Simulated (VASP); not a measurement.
# Hf2Bi2O (P4/mmm) in VASP: further runs

Runs on Hf2Bi2O. Level: PBE. Tasks: single point, relaxation of cell and atoms.

Everything below comes from runs of VASP 6.6.1. Logs are shortened: lines on timing, memory, paths and dates and some standing lists are left out, and cuts for length are marked.

## (1) The cell of the first run

It takes space group P4/mmm (No. 123, tetragonal). Conventional cell: a = 3.783 Å, b = 3.783 Å, c = 7.685 Å, α = 90.00°, β = 90.00°, γ = 90.00°. Hf (site symmetry 4mm) has 1 O at 2.01 Å within 2.7 Å. Bi (site symmetry 4/mmm) has 4 O at 2.67 Å and 8 Hf at 3.35 Å within 3.5 Å. Within 4.3 Å of Bi (site symmetry 4/mmm) lie 8 Hf at 3.24 Å and 6 Bi at 3.78 to 3.84 Å. O (site symmetry 4/mmm) has 2 Hf at 2.01 Å and 4 Bi at 2.67 Å within 2.7 Å.

The cell was generated, and may not be a known phase.

## (2) Single point, PBE

The input, INCAR:

```
SYSTEM = Hf2Bi2O
PREC = Accurate ; ENCUT = 520
EDIFF = 1E-6 ; ISMEAR = 0
SIGMA = 0.1 ; LREAL = .False.
LASPH = .True. ; NELM = 100
ALGO = Normal ; ISIF = 2
LWAVE = .False. ; LCHARG = .False.
GGA = PE ; NBANDS = 36
```

The input, KPOINTS:

```
Automatic mesh
0
Gamma
  10 10 6
  0 0 0
```

The input, POSCAR:

```
Hf2Bi2O
1.0
    3.7826648419      0.0000000000      0.0000000000
    0.0000000000      3.7826648419      0.0000000000
    0.0000000000      0.0000000000      7.6852776264
Hf Bi O
2 2 1
Direct
    0.0000000000      0.0000000000      0.2619738821
    0.0000000000      0.0000000000      0.7380261179
    0.5000000000      0.5000000000      0.0000000000
    0.5000000000      0.5000000000      0.5000000000
    0.0000000000      0.0000000000      0.0000000000
```

Potentials or basis: VASP PAW PBE potentials, release 64 (Hf_pv, Bi_d, O).

Command:

```console
$ cat potpaw_PBE.64/Hf_pv/POTCAR potpaw_PBE.64/Bi_d/POTCAR potpaw_PBE.64/O/POTCAR > POTCAR
$ mpirun -np 1 vasp_std > vasp.out
```

OUTCAR:

```text
SYSTEM = Hf2Bi2O
   PREC = Accurate
   ENCUT = 520
   EDIFF = 1E-6
   ISMEAR = 0
   LREAL = .False.
   LASPH = .True.
   NELM = 100
   ISIF = 2
   GGA = PE

 ion  position               nearest neighbor table
   1  0.000  0.000  0.262-   5 2.01   4 3.24   4 3.24   4 3.24   4 3.24   3 3.35   3 3.35   3 3.35
                             3 3.35   2 3.66
   2  0.000  0.000  0.738-   5 2.01   4 3.24   4 3.24   4 3.24   4 3.24   3 3.35   3 3.35   3 3.35
                             3 3.35   1 3.66
   3  0.500  0.500  0.000-   5 2.67   5 2.67   5 2.67   5 2.67   2 3.35   2 3.35   1 3.35   2 3.35
                             1 3.35   1 3.35   2 3.35   1 3.35   4 3.84   4 3.84
   4  0.500  0.500  0.500-   1 3.24   2 3.24   1 3.24   2 3.24   1 3.24   2 3.24   1 3.24   2 3.24
                             3 3.84   3 3.84
   5  0.000  0.000  0.000-   1 2.01   2 2.01   3 2.67   3 2.67   3 2.67   3 2.67

  LATTYP: Found a simple tetragonal cell.
 ALAT       =     3.7826648419
 C/A-ratio  =     2.0317099050

  Lattice vectors:

 A1 = (   3.7826648419,   0.0000000000,   0.0000000000)
 A2 = (   0.0000000000,   3.7826648419,   0.0000000000)
 A3 = (   0.0000000000,   0.0000000000,   7.6852776264)

Analysis of symmetry for initial positions (statically):
=====================================================================
 Subroutine PRICEL returns:
 Original cell was already a primitive cell.

 Routine SETGRP: Setting up the symmetry group for a
 simple tetragonal supercell.

 Subroutine GETGRP returns: Found 16 space group operations
 (whereof 16 operations were pure point group operations)
 out of a pool of 16 trial point group operations.

The static configuration has the point symmetry D_4h.

Analysis of symmetry for dynamics (positions and initial velocities):
=====================================================================
 Subroutine PRICEL returns:
 Original cell was already a primitive cell.

 Routine SETGRP: Setting up the symmetry group for a
 simple tetragonal supercell.

 Subroutine GETGRP returns: Found 16 space group operations
 (whereof 16 operations were pure point group operations)
 out of a pool of 16 trial point group operations.

The dynamic configuration has the point symmetry D_4h.

 Subroutine INISYM returns: Found 16 space group operations
 (whereof 16 operations are pure point group operations),
 and found     1 'primitive' translations

----------------------------------------------------------------------------------------

                                     Primitive cell

  volume of cell :     109.9652

  direct lattice vectors                    reciprocal lattice vectors
     3.782664842  0.000000000  0.000000000     0.264363892  0.000000000  0.000000000
     0.000000000  3.782664842  0.000000000     0.000000000  0.264363892  0.000000000
     0.000000000  0.000000000  7.685277626     0.000000000  0.000000000  0.130118917

  length of vectors
     3.782664842  3.782664842  7.685277626     0.264363892  0.264363892  0.130118917

  position of ions in fractional coordinates (direct lattice)
     0.000000000  0.000000000  0.261973882
     0.000000000  0.000000000  0.738026118
     0.500000000  0.500000000  0.000000000
     0.500000000  0.500000000  0.500000000
     0.000000000  0.000000000  0.000000000

  ion indices of the primitive-cell ions
   primitive index   ion index
                 1           1
                 2           2
                 3           3
                 4           4
                 5           5

----------------------------------------------------------------------------------------

 KPOINTS: Automatic mesh

Automatic generation of k-mesh.
 Grid dimensions read from file:
 generate k-points for:   10   10    6

 Generating k-lattice:

  Cartesian coordinates                     Fractional coordinates (reciprocal lattice)
     0.026436389  0.000000000  0.000000000     0.100000000  0.000000000  0.000000000
     0.000000000  0.026436389  0.000000000     0.000000000  0.100000000  0.000000000
     0.000000000  0.000000000  0.021686486     0.000000000  0.000000000  0.166666667

  Length of vectors
     0.026436389  0.026436389  0.021686486

  Shift w.r.t. Gamma in fractional coordinates (k-lattice)
     0.000000000  0.000000000  0.000000000

 Subroutine IBZKPT returns following result:
 ===========================================

 Found     84 irreducible k-points:

 Following reciprocal coordinates:
            Coordinates               Weight
  0.000000  0.000000  0.000000      1.000000
  0.100000  0.000000  0.000000      4.000000
  0.200000  0.000000  0.000000      4.000000
  0.300000  0.000000  0.000000      4.000000
  0.400000  0.000000  0.000000      4.000000
  0.500000  0.000000  0.000000      2.000000
[... 16 lines left out ...]
  0.100000  0.000000  0.166667      8.000000
  0.200000  0.000000  0.166667      8.000000
 [... further k-points ...]
   k-points           NKPTS =     84   k-points in BZ     NKDIM =     84   number of bands    NBANDS=     36
   number of dos      NEDOS =    301   number of ions     NIONS =      5
   total plane-waves  NPLWV =  47040
   dimension x,y,z NGX =    28 NGY =   28 NGZ =   60
   dimension x,y,z NGXF=    56 NGYF=   56 NGZF=  120
   ions per type =               2   2   1
   NGX,Y,Z   is equivalent  to a cutoff of  12.31, 12.31, 12.98 a.u.
   NGXF,Y,Z  is equivalent  to a cutoff of  24.61, 24.61, 25.96 a.u.
 SYSTEM =  Hf2Bi2O
   PREC   = accura    normal or accurate (medium, high low for compatibility)
   ISTART =      0    job   : 0-new  1-cont  2-samecut
   ICHARG =      2    charge: 1-file 2-atom 10-const
   ISPIN  =      1    spin polarized calculation?
   LNONCOLLINEAR =      F non collinear calculations
   LSORBIT =      F    spin-orbit coupling
   LASPH  =      T    aspherical Exc in radial PAW
   ENCUT  =  520.0 eV  38.22 Ry    6.18 a.u.   7.03  7.03 14.29*2*pi/ulx,y,z
   NELM   =    100;   NELMIN=  2; NELMDL= -5     # of ELM steps
   EDIFF  = 0.1E-05   stopping-criterion for ELM
   LREAL  =      F    real-space projection
   EDIFFG = 0.1E-04   stopping-criterion for IOM
   NSW    =      0    number of steps for IOM
   IBRION =     -1    ionic relax: 0-MD 1-quasi-New 2-CG
   NFREE  =      0    steps in history (QN), initial steepest desc. (CG)
   ISIF   =      2    stress and relaxation
   ISYM   =      2    0-nonsym 1-usesym 2-fastsym
   POTIM  = 0.5000    time-step for ionic-motion
   TEBEG  =    0.0;   TEEND  =   0.0 temperature during run
   PSTRESS=    0.0 pullay stress
   NELECT =      56.0000    total number of electrons
   NUPDOWN=      -1.0000    fix difference up-down
   EMIN   =  10.00;   EMAX   =-10.00  energy-range for DOS
   EFERMI =   0.00;   METHOD = LEGACY
   ISMEAR =     0;   SIGMA  =   0.10  broadening in eV -4-tet -1-fermi 0-gaus
   EFERMI_NEDOS =   21; number of points for ismear=-14 and -15
   IALGO  =     38    algorithm
   IMIX   =      4    mixing-type and parameters
     AMIX     =   0.40;   BMIX     =  1.00
     AMIX_MAG =   1.60;   BMIX_MAG =  1.00
  volume/ion in A,a.u.               =      21.99       148.42
  Fermi-wavevector in a.u.,A,eV,Ry     =   1.307332  2.470498 23.253932  1.709116
  Thomas-Fermi vector in A             =   2.438073
   LORBIT       =      0    0 simple, 1 ext, 2 COOP (PROOUT), +10 PAW based schemes
   GGA     = PE    functional components
   LHFCALC =     F    Hartree Fock is set to
   AEXX    =    0.0000 exact exchange contribution
   IVDW    =     0    specifies the selected vdW correction
   LEPSILON=     F    determine dielectric tensor
   LRPA    =     F    only Hartree local field effects (RPA)
 non-spin polarized calculation
 Gauss-broadening in eV      SIGMA  =   0.10
  energy-cutoff  :      520.00
  volume of cell :      109.97
 maximum number of plane-waves:      2988
   NGX = 15   NGY = 15   NGZ = 29

 number of electron      56.0000007 magnetization

 Free energy of the ion-electron system (eV)
  ---------------------------------------------------
  ext. energy  EPLUGINS =         0.00000000
  ---------------------------------------------------
  free energy    TOTEN  =       -35.23052116 eV

  energy without entropy =      -35.20790710  energy(sigma->0) =      -35.21921413

 E-fermi :   7.3364     XC(G=0): -10.9781

 val. band max:        7.3304684883   @ k =   0.4000   0.2000   0.3333
 cond. band min:       7.3416795496   @ k =   0.2000   0.0000   0.0000
 fundamental gap:      0.0112110613
 Fermi energy:         7.3364370233

 k-point     1 :       0.0000    0.0000    0.0000
  band No.  band energies     occupation
      1     -24.6480      2.00000
      2     -24.4796      2.00000
      3     -24.2501      2.00000
      4     -24.2501      2.00000
      5     -24.2434      2.00000
      6     -24.2434      2.00000
[... 28 lines left out ...]
     35       9.7065      0.00000
     36       9.7065      0.00000

 k-point     2 :       0.1000    0.0000    0.0000
  band No.  band energies     occupation
      1     -24.6470      2.00000
      2     -24.4792      2.00000
      3     -24.2567      2.00000
      4     -24.2496      2.00000
      5     -24.2496      2.00000
      6     -24.2428      2.00000
[... 28 lines left out ...]
     35       9.7317      0.00000
     36      10.3415      0.00000

 k-point     3 :       0.2000    0.0000    0.0000
  band No.  band energies     occupation
      1     -24.6442      2.00000
      2     -24.4780      2.00000
      3     -24.2741      2.00000
      4     -24.2657      2.00000
      5     -24.2485      2.00000
      6     -24.2411      2.00000
[... 28 lines left out ...]
     35      10.2099      0.00000
     36      10.8467      0.00000

 k-point     4 :       0.3000    0.0000    0.0000
  band No.  band energies     occupation
      1     -24.6407      2.00000
      2     -24.4766      2.00000
      3     -24.2955      2.00000
      4     -24.2854      2.00000
      5     -24.2472      2.00000
      6     -24.2389      2.00000
[... 28 lines left out ...]
     35      10.2624      0.00000
     36      10.5425      0.00000

 k-point     5 :       0.4000    0.0000    0.0000
  band No.  band energies     occupation
      1     -24.6379      2.00000
      2     -24.4755      2.00000
      3     -24.3127      2.00000
      4     -24.3013      2.00000
      5     -24.2461      2.00000
      6     -24.2372      2.00000
[... 655 lines left out ...]
 k-point    22 :       0.0000    0.0000    0.1667
  band No.  band energies     occupation
      1     -24.6392      2.00000
      2     -24.4890      2.00000
      3     -24.2496      2.00000
      4     -24.2496      2.00000
      5     -24.2439      2.00000
      6     -24.2439      2.00000
[... 28 lines left out ...]
     35       9.7217      0.00000
     36       9.7217      0.00000

 k-point    23 :       0.1000    0.0000    0.1667
  band No.  band energies     occupation
      1     -24.6381      2.00000
      2     -24.4885      2.00000
      3     -24.2562      2.00000
      4     -24.2501      2.00000
      5     -24.2492      2.00000
      6     -24.2432      2.00000
[... 28 lines left out ...]
     35      10.2559      0.00000
     36      10.3595      0.00000

 k-point    24 :       0.2000    0.0000    0.1667
  band No.  band energies     occupation
      1     -24.6355      2.00000
      2     -24.4872      2.00000
      3     -24.2735      2.00000
      4     -24.2662      2.00000
      5     -24.2480      2.00000
      6     -24.2416      2.00000
[... 28 lines left out ...]
     35      10.5050      0.00000
     36      10.8702      0.00000

 [... further k-points ...]
[... 5 lines left out ...]
  --------------------------------------------------------------------------------------
  -------------------------------------------------------------------------------------
  Total       -0.2334906     -0.2334906     -0.6602241      0.0000000      0.0000000      0.0000000
  in kB       -3.4019254     -3.4019254     -9.6193705      0.0000000      0.0000000      0.0000000
  external PRESSURE =      -5.4744071 kB  Pullay stress =       0.0000000 kB

 VOLUME and BASIS-vectors are now :
 -----------------------------------------------------------------------------
  energy-cutoff  :      520.00
  volume of cell :      109.97
      direct lattice vectors                 reciprocal lattice vectors
     3.782664842  0.000000000  0.000000000     0.264363892  0.000000000  0.000000000
     0.000000000  3.782664842  0.000000000     0.000000000  0.264363892  0.000000000
     0.000000000  0.000000000  7.685277626     0.000000000  0.000000000  0.130118917

 POSITION                                       TOTAL-FORCE (eV/Angst)
 -----------------------------------------------------------------------------------
      0.00000      0.00000      2.01334         0.000000      0.000000     -0.107628
      0.00000      0.00000      5.67194         0.000000      0.000000      0.107628
      1.89133      1.89133      0.00000         0.000000      0.000000      0.000000
      1.89133      1.89133      3.84264         0.000000      0.000000      0.000000
      0.00000      0.00000      0.00000         0.000000      0.000000      0.000000
 -----------------------------------------------------------------------------------
    total drift:                                0.000000      0.000000      0.000000

  FREE ENERGIE OF THE ION-ELECTRON SYSTEM (eV)
  ---------------------------------------------------
  free  energy   TOTEN  =       -35.2305211597 eV

  energy  without entropy=      -35.2079071034  energy(sigma->0) =      -35.21921413
```

It took 6.7 min on 1 thread of Intel Xeon 8259CL, shared host; peak memory 0.42 GiB.

What came out:

| Quantity | Value |
| --- | --- |
| Free energy | -35.2305 eV |
| Pressure | -0.5 GPa |
| Largest force | 0.108 eV/Å |
| Band gap on the k mesh | zero (bands 28 and 29 overlap by 0.92 eV) |

Forces in eV/Å, atoms in the order of the input:
```
Hf   0.000  0.000 -0.108
Hf   0.000  0.000  0.108
Bi   0.000  0.000  0.000
Bi   0.000  0.000  0.000
O    0.000  0.000  0.000
```

Levels at points of the mesh, in eV from the Fermi level:
```tsv
k point	band 25	band 26	band 27	band 28	band 29	band 30	band 31	band 32
(0.00, 0.00, 0.00)	-0.67	-0.50	-0.47	-0.47	0.14	1.23	1.81	1.81
(0.50, 0.00, 0.00)	-2.97	-1.88	-1.33	-1.09	1.00	1.03	1.81	1.86
(0.50, 0.50, 0.00)	-3.93	-0.62	0.50	0.50	0.57	0.57	1.51	1.89
(0.00, 0.00, 0.50)	-0.95	-0.90	-0.74	-0.74	1.98	2.17	2.18	2.37
(0.50, 0.00, 0.50)	-2.85	-2.02	-0.51	-0.47	-0.42	0.73	1.11	2.34
(0.50, 0.50, 0.50)	-2.26	-2.08	0.19	0.37	0.37	0.83	0.83	1.82
```

Caveat: spin-orbit coupling is left out, which moves the levels of the heavy elements.

(Part 1 of 2 ends here.)
